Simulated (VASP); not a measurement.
Set up this calculation in VASP 6.6.1, as the native input.

- Task: single point
- Functional: r2SCAN
- Potentials or basis: VASP PAW PBE potentials, release 64 (Cs_sv)
- Cutoff: 520 eV
- k mesh: 6 × 6 × 6
- Occupations: methfessel-paxton, width 0.1 eV
- Spin: no spin polarisation
- Dipole correction: no
- Further INCAR settings: ALGO = Normal; EDIFF = 1e-06; NBANDS = 10

Crystal: Cs.

```xyz
1
Lattice="-2.7501 2.7501 4.0972 2.7501 -2.7501 4.0972 2.7501 2.7501 -4.0972" Properties=species:S:1:pos:R:3 pbc="T T T"
Cs    0.0000    0.0000    0.0000
```

The input as run:

POSCAR

```
Cs
1.0
   -2.7500750000      2.7500750000      4.0972390000
    2.7500750000     -2.7500750000      4.0972390000
    2.7500750000      2.7500750000     -4.0972390000
Cs
1
Direct
    0.0000000000      0.0000000000      0.0000000000
```

INCAR.step1

```
SYSTEM = Cs
ALGO     = Normal         ! electronic algorithm
EDIFF    = 1E-4           ! SCF threshold, eV
ENCUT    = 520            ! plane-wave cutoff, eV
GGA      = PE             ! functional
ISMEAR   = 1              ! smearing method
LASPH    = .True.         ! aspherical terms in the spheres
LCHARG   = .False.        ! write CHGCAR
LREAL    = .False.        ! projectors in reciprocal space
LWAVE    = .True.         ! write WAVECAR
NBANDS   = 10             ! bands
NELM     = 80             ! most SCF steps
PREC     = Accurate       ! precision mode
SIGMA    = 0.1            ! smearing width, eV
```

INCAR.step2

```
SYSTEM = Cs
ALGO     = Normal         ! electronic algorithm
EDIFF    = 1E-6           ! SCF threshold, eV
ENCUT    = 520            ! plane-wave cutoff, eV
ISIF     = 2              ! what is computed and relaxed
ISMEAR   = 1              ! smearing method
ISTART   = 1            
LASPH    = .True.         ! aspherical terms in the spheres
LCHARG   = .False.        ! write CHGCAR
LMIXTAU  = .True.       
LREAL    = .False.        ! projectors in reciprocal space
LWAVE    = .False.        ! write WAVECAR
METAGGA  = R2SCAN         ! meta-GGA
NBANDS   = 10             ! bands
NELM     = 80             ! most SCF steps
PREC     = Accurate       ! precision mode
SIGMA    = 0.1            ! smearing width, eV
```

KPOINTS

```
k-points
0
Gamma
  6 6 6
  0 0 0
```

Potentials or basis: VASP PAW PBE potentials, release 64 (Cs_sv).

Command:

```bash
$ cat potpaw_PBE.64/Cs_sv/POTCAR > POTCAR
$ cp INCAR.step1 INCAR
$ mpirun -np 1 vasp_std > vasp.out
$ cp INCAR.step2 INCAR
$ mpirun -np 1 vasp_std > vasp.out
```

Results of the run:

```
Pressure               : 0.0 GPa
Band gap on the k mesh : zero (an odd number of electrons rules out a gap without spin polarisation)
```

Caveat: the PAW data sets were made with another functional, which shifts forces and pressure a little; spin-orbit coupling is left out, which moves the levels of the heavy elements.

Wall time 6.4 min on 1 thread of Intel Xeon 8259CL, with other jobs on the host, peak memory 0.29 GiB.
